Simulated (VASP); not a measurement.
# MgCd5O6 (P-3m1) in VASP: single point with PBE

Aim: the single point of MgCd5O6 with PBE.

All numbers are computed with VASP 6.6.1; they aren't measurements. Logs are shortened: lines on timing, memory, paths and dates and some standing lists are left out, and cuts for length are marked.

### 1 The cell of the first run

It takes space group P-3m1 (No. 164, trigonal). Conventional cell: a = 3.303 Å, b = 3.303 Å, c = 16.389 Å, α = 90.00°, β = 90.00°, γ = 120.00°. Within 2.9 Å of Mg (site symmetry -3m) lie 6 O at 2.22 Å. Cd (site symmetry 3m) has 6 O at 2.37 to 2.39 Å and 3 Mg at 3.21 Å and 9 Cd at 3.30 to 3.39 Å within 3.4 Å. Cd (site symmetry 3m) has 6 O at 2.37 Å within 3.1 Å. Cd (site symmetry -3m) has 6 O at 2.37 Å within 3.1 Å. O (site symmetry 3m) has 3 Mg at 2.22 Å and 3 Cd at 2.39 Å and 3 O at 2.96 Å within 3.0 Å. Within 3.1 Å of O (site symmetry 3m) lie 6 Cd at 2.37 Å. Within 3.1 Å of O (site symmetry 3m) lie 6 Cd at 2.37 Å.

### 2 Single point, PBE

INCAR reads:

```
SYSTEM = MgCd5O6
  PREC = Accurate
  ENCUT = 840
  EDIFF = 1E-6
  ISMEAR = 0
  SIGMA = 0.1
  LREAL = .False.
  LASPH = .True.
  NELM = 120
  ALGO = Normal
  ISIF = 2
  LWAVE = .False.
  LCHARG = .False.
  GGA = PE
  NBANDS = 85
  GGA_COMPAT = .False.
```

KPOINTS reads:

```
regular mesh
0
Gamma
  6 6 1
  0 0 0
```

POSCAR reads:

```
MgCd5O6
1.0
    3.3029701000      0.0000000000      0.0000000000
   -1.6514850000      2.8604560000      0.0000000000
    0.0000000000      0.0000000000     16.3892462000
Mg Cd O
1 5 6
Direct
    0.0000000000      0.0000000000      0.5000000000
    0.6666667000      0.3333333000      0.6574450000
    0.3333333000      0.6666667000      0.3425550000
    0.6666667000      0.3333333000      0.1712630000
    0.0000000000      0.0000000000      0.0000000000
    0.3333333000      0.6666667000      0.8287370000
    0.3333333000      0.6666667000      0.5691900000
    0.6666667000      0.3333333000      0.4308100000
    0.0000000000      0.0000000000      0.2570790000
    0.3333333000      0.6666667000      0.0856770000
    0.6666667000      0.3333333000      0.9143230000
    0.0000000000      0.0000000000      0.7429210000
```

Potentials or basis: VASP PAW PBE potentials, release 64 (Mg_sv, Cd_sv_GW, O).

Run with:

```bash
cat potpaw_PBE.64/Mg_sv/POTCAR potpaw_PBE.64/Cd_sv_GW/POTCAR potpaw_PBE.64/O/POTCAR > POTCAR
mpirun -np 1 vasp_std > vasp.out
```

OUTCAR:

```text
SYSTEM = MgCd5O6
   PREC = Accurate
   ENCUT = 840
   EDIFF = 1E-6
   ISMEAR = 0
   LREAL = .False.
   LASPH = .True.
   NELM = 120
   ISIF = 2
   GGA = PE

 ion  position               nearest neighbor table
   1  0.000  0.000  0.500-
   2  0.667  0.333  0.657-
   3  0.333  0.667  0.343-
   4  0.667  0.333  0.171-
   5  0.000  0.000  0.000-
   6  0.333  0.667  0.829-
   7  0.333  0.667  0.569-
   8  0.667  0.333  0.431-
   9  0.000  0.000  0.257-
  10  0.333  0.667  0.086-
  11  0.667  0.333  0.914-
  12  0.000  0.000  0.743-

  LATTYP: Found a hexagonal cell.
 ALAT       =     3.3029701000
 C/A-ratio  =     4.9619723170

  Lattice vectors:

 A1 = (   3.3029701000,   0.0000000000,   0.0000000000)
 A2 = (  -1.6514850000,   2.8604560000,   0.0000000000)
 A3 = (   0.0000000000,   0.0000000000,  16.3892462000)

Analysis of symmetry for initial positions (statically):
=====================================================================
 Subroutine PRICEL returns:
 Original cell was already a primitive cell.

 Routine SETGRP: Setting up the symmetry group for a
 hexagonal supercell.

 Subroutine GETGRP returns: Found 12 space group operations
 (whereof 12 operations were pure point group operations)
 out of a pool of 24 trial point group operations.

The static configuration has the point symmetry D_3d.

Analysis of symmetry for dynamics (positions and initial velocities):
=====================================================================
 Subroutine PRICEL returns:
 Original cell was already a primitive cell.

 Routine SETGRP: Setting up the symmetry group for a
 hexagonal supercell.

 Subroutine GETGRP returns: Found 12 space group operations
 (whereof 12 operations were pure point group operations)
 out of a pool of 24 trial point group operations.

The dynamic configuration has the point symmetry D_3d.

 Subroutine INISYM returns: Found 12 space group operations
 (whereof 12 operations are pure point group operations),
 and found     1 'primitive' translations

----------------------------------------------------------------------------------------

                                     Primitive cell

  volume of cell :     154.8456

  direct lattice vectors                    reciprocal lattice vectors
     3.302970100  0.000000000  0.000000000     0.302757812  0.174797300  0.000000000
    -1.651485000  2.860456000  0.000000000     0.000000000  0.349594610  0.000000000
     0.000000000  0.000000000 16.389246200     0.000000000  0.000000000  0.061015619

  length of vectors
     3.302970100  3.302970062 16.389246200     0.349594606  0.349594610  0.061015619

  position of ions in fractional coordinates (direct lattice)
     0.000000000  0.000000000  0.500000000
     0.666666700  0.333333300  0.657445000
     0.333333300  0.666666700  0.342555000
     0.666666700  0.333333300  0.171263000
     0.000000000  0.000000000  0.000000000
     0.333333300  0.666666700  0.828737000
     0.333333300  0.666666700  0.569190000
     0.666666700  0.333333300  0.430810000
     0.000000000  0.000000000  0.257079000
     0.333333300  0.666666700  0.085677000
     0.666666700  0.333333300  0.914323000
     0.000000000  0.000000000  0.742921000

  ion indices of the primitive-cell ions
   primitive index   ion index
                 1           1
                 2           2
                 3           3
                 4           4
                 5           5
                 6           6
                 7           7
                 8           8
                 9           9
                10          10
                11          11
                12          12

----------------------------------------------------------------------------------------

 KPOINTS: regular mesh

Automatic generation of k-mesh.
 Grid dimensions read from file:
 generate k-points for:    6    6    1

 Generating k-lattice:

  Cartesian coordinates                     Fractional coordinates (reciprocal lattice)
     0.050459635  0.029132883  0.000000000     0.166666667  0.000000000  0.000000000
     0.000000000  0.058265768  0.000000000     0.000000000  0.166666667  0.000000000
     0.000000000  0.000000000  0.061015619     0.000000000  0.000000000  1.000000000

  Length of vectors
     0.058265768  0.058265768  0.061015619

  Shift w.r.t. Gamma in fractional coordinates (k-lattice)
     0.000000000  0.000000000  0.000000000

 Subroutine IBZKPT returns following result:
 ===========================================

 Found      7 irreducible k-points:

 Following reciprocal coordinates:
            Coordinates               Weight
  0.000000  0.000000  0.000000      1.000000
  0.166667  0.000000  0.000000      6.000000
  0.333333  0.000000  0.000000      6.000000
  0.500000  0.000000  0.000000      3.000000
  0.166667  0.166667  0.000000      6.000000
  0.333333  0.166667  0.000000     12.000000
  0.333333  0.333333  0.000000      2.000000
   k-points           NKPTS =      7   k-points in BZ     NKDIM =      7   number of bands    NBANDS=     85
   number of dos      NEDOS =    301   number of ions     NIONS =     12
   total plane-waves  NPLWV = 163840
   dimension x,y,z NGX =    32 NGY =   32 NGZ =  160
   dimension x,y,z NGXF=    64 NGYF=   64 NGZF=  320
   ions per type =               1   5   6
   NGX,Y,Z   is equivalent  to a cutoff of  16.11, 16.11, 16.23 a.u.
   NGXF,Y,Z  is equivalent  to a cutoff of  32.21, 32.21, 32.46 a.u.
 SYSTEM =  MgCd5O6
   PREC   = accura    normal or accurate (medium, high low for compatibility)
   ISTART =      0    job   : 0-new  1-cont  2-samecut
   ICHARG =      2    charge: 1-file 2-atom 10-const
   ISPIN  =      1    spin polarized calculation?
   LNONCOLLINEAR =      F non collinear calculations
   LSORBIT =      F    spin-orbit coupling
   LASPH  =      T    aspherical Exc in radial PAW
   ENCUT  =  840.0 eV  61.74 Ry    7.86 a.u.   7.81  7.81 38.73*2*pi/ulx,y,z
   NELM   =    120;   NELMIN=  2; NELMDL= -5     # of ELM steps
   EDIFF  = 0.1E-05   stopping-criterion for ELM
   LREAL  =      F    real-space projection
   EDIFFG = 0.1E-04   stopping-criterion for IOM
   NSW    =      0    number of steps for IOM
   IBRION =     -1    ionic relax: 0-MD 1-quasi-New 2-CG
   NFREE  =      0    steps in history (QN), initial steepest desc. (CG)
   ISIF   =      2    stress and relaxation
   ISYM   =      2    0-nonsym 1-usesym 2-fastsym
   POTIM  = 0.5000    time-step for ionic-motion
   TEBEG  =    0.0;   TEEND  =   0.0 temperature during run
   PSTRESS=    0.0 pullay stress
   NELECT =     146.0000    total number of electrons
   NUPDOWN=      -1.0000    fix difference up-down
   EMIN   =  10.00;   EMAX   =-10.00  energy-range for DOS
   EFERMI =   0.00;   METHOD = LEGACY
   ISMEAR =     0;   SIGMA  =   0.10  broadening in eV -4-tet -1-fermi 0-gaus
   EFERMI_NEDOS =   21; number of points for ismear=-14 and -15
   IALGO  =     38    algorithm
   IMIX   =      4    mixing-type and parameters
     AMIX     =   0.40;   BMIX     =  1.00
     AMIX_MAG =   1.60;   BMIX_MAG =  1.00
  volume/ion in A,a.u.               =      12.90        87.08
  Fermi-wavevector in a.u.,A,eV,Ry     =   1.605312  3.033600 35.062581  2.577027
  Thomas-Fermi vector in A             =   2.701678
   LORBIT       =      0    0 simple, 1 ext, 2 COOP (PROOUT), +10 PAW based schemes
   GGA     = PE    functional components
   LHFCALC =     F    Hartree Fock is set to
   AEXX    =    0.0000 exact exchange contribution
   IVDW    =     0    specifies the selected vdW correction
   LEPSILON=     F    determine dielectric tensor
   LRPA    =     F    only Hartree local field effects (RPA)
 non-spin polarized calculation
 Gauss-broadening in eV      SIGMA  =   0.10
  energy-cutoff  :      840.00
  volume of cell :      154.85
 maximum number of plane-waves:      8586
 NGX is ok and might be reduce to    32
   NGX = 15   NGY = 15   NGZ = 77

 number of electron     146.0000008 magnetization

 Free energy of the ion-electron system (eV)
  ---------------------------------------------------
  ext. energy  EPLUGINS =         0.00000000
  ---------------------------------------------------
  free energy    TOTEN  =       -50.69553746 eV

  energy without entropy =      -50.68805999  energy(sigma->0) =      -50.69179873

 E-fermi :   4.3632     XC(G=0): -11.6099

 val. band max:        4.2815232549   @ k =   0.5000   0.0000   0.0000
 cond. band min:       5.9753455798   @ k =   0.1667   0.0000   0.0000
 fundamental gap:      1.6938223249
 Fermi energy:         4.3631674018

 k-point     1 :       0.0000    0.0000    0.0000
  band No.  band energies     occupation
      1     -96.0956      2.00000
      2     -96.0923      2.00000
      3     -96.0923      2.00000
      4     -96.0882      2.00000
      5     -96.0882      2.00000
      6     -69.0616      2.00000
[... 77 lines left out ...]
     84      16.5032      0.00000
     85      16.6653      0.00000

 k-point     2 :       0.1667    0.0000    0.0000
  band No.  band energies     occupation
      1     -96.0954      2.00000
      2     -96.0921      2.00000
      3     -96.0921      2.00000
      4     -96.0881      2.00000
      5     -96.0880      2.00000
      6     -69.0613      2.00000
[... 429 lines left out ...]
     84      13.4815      0.00000
     85      13.8235      0.00000

 k-point     7 :       0.3333    0.3333    0.0000
  band No.  band energies     occupation
      1     -96.0948      2.00000
      2     -96.0914      2.00000
      3     -96.0914      2.00000
      4     -96.0874      2.00000
      5     -96.0874      2.00000
      6     -69.0602      2.00000
[... 77 lines left out ...]
     84      12.1020      0.00000
     85      13.0679      0.00000

------------------------ aborting loop because EDIFF is reached ----------------------------------------

  FORCE on cell =-STRESS in cart. coord.  units (eV):
  Direction    XX          YY          ZZ          XY          YZ          ZX
  --------------------------------------------------------------------------------------
  -------------------------------------------------------------------------------------
  Total       -0.1245794     -0.1245794     -0.0986137     -0.0000000     -0.0000000      0.0000000
  in kB       -1.2890151     -1.2890151     -1.0203493     -0.0000000     -0.0000000      0.0000000
  external PRESSURE =      -1.1994598 kB  Pullay stress =       0.0000000 kB

 VOLUME and BASIS-vectors are now :
 -----------------------------------------------------------------------------
  energy-cutoff  :      840.00
  volume of cell :      154.85
      direct lattice vectors                 reciprocal lattice vectors
     3.302970100  0.000000000  0.000000000     0.302757812  0.174797300  0.000000000
    -1.651485000  2.860456000  0.000000000     0.000000000  0.349594610  0.000000000
     0.000000000  0.000000000 16.389246200     0.000000000  0.000000000  0.061015619

 POSITION                                       TOTAL-FORCE (eV/Angst)
 -----------------------------------------------------------------------------------
      0.00000      0.00000      8.19462        -0.000000      0.000000      0.000000
      1.65149      0.95349     10.77503        -0.000000      0.000000     -0.021752
     -0.00000      1.90697      5.61422         0.000000      0.000000      0.021752
      1.65149      0.95349      2.80687         0.000000     -0.000000      0.018368
      0.00000      0.00000      0.00000        -0.000000      0.000000      0.000000
     -0.00000      1.90697     13.58237        -0.000000      0.000000     -0.018368
     -0.00000      1.90697      9.32860         0.000000     -0.000000      0.017076
      1.65149      0.95349      7.06065        -0.000000      0.000000     -0.017076
      0.00000      0.00000      4.21333        -0.000000     -0.000000     -0.017144
     -0.00000      1.90697      1.40418        -0.000000      0.000000     -0.008663
      1.65149      0.95349     14.98506         0.000000     -0.000000      0.008663
      0.00000      0.00000     12.17592        -0.000000      0.000000      0.017144
 -----------------------------------------------------------------------------------
    total drift:                                0.000000     -0.000000      0.000000

  FREE ENERGIE OF THE ION-ELECTRON SYSTEM (eV)
  ---------------------------------------------------
  free  energy   TOTEN  =       -50.6955374636 eV

  energy  without entropy=      -50.6880599942  energy(sigma->0) =      -50.69179873
```

It took 4.2 min on 1 thread of AMD EPYC 7R13 (Zen 3), shared host; peak memory 0.47 GiB.

Results:

```
Free energy            : -50.6955 eV
Pressure               : -0.1 GPa
Largest force          : 0.022 eV/Å
Band gap on the k mesh : zero (filled and empty bands overlap)
```

Forces on the atoms (eV/Å):
```
Mg   0.000  0.000  0.000
Cd   0.000  0.000 -0.022
Cd   0.000  0.000  0.022
Cd   0.000  0.000  0.018
Cd   0.000  0.000  0.000
Cd   0.000  0.000 -0.018
O    0.000  0.000  0.017
O    0.000  0.000 -0.017
O    0.000  0.000 -0.017
O    0.000  0.000 -0.009
O    0.000  0.000  0.009
O    0.000  0.000  0.017
```

Levels at points of the mesh, in eV from the Fermi level:
| k point | band 71 | band 72 | band 73 | band 74 | band 75 | band 76 |
| --- | --- | --- | --- | --- | --- | --- |
| (0.00, 0.00, 0.00) | -0.24 | -0.10 | -0.09 | -0.09 | 1.63 | 1.98 |
| (0.50, 0.00, 0.00) | -0.53 | -0.11 | -0.08 | 3.98 | 4.48 | 4.71 |

Caveat: the k points lie up to 0.38 Å⁻¹ apart; semilocal functionals underestimate gaps, and a narrow one can read as zero.

The gap in the log of VASP goes by the Fermi energy; the results here count the filled bands.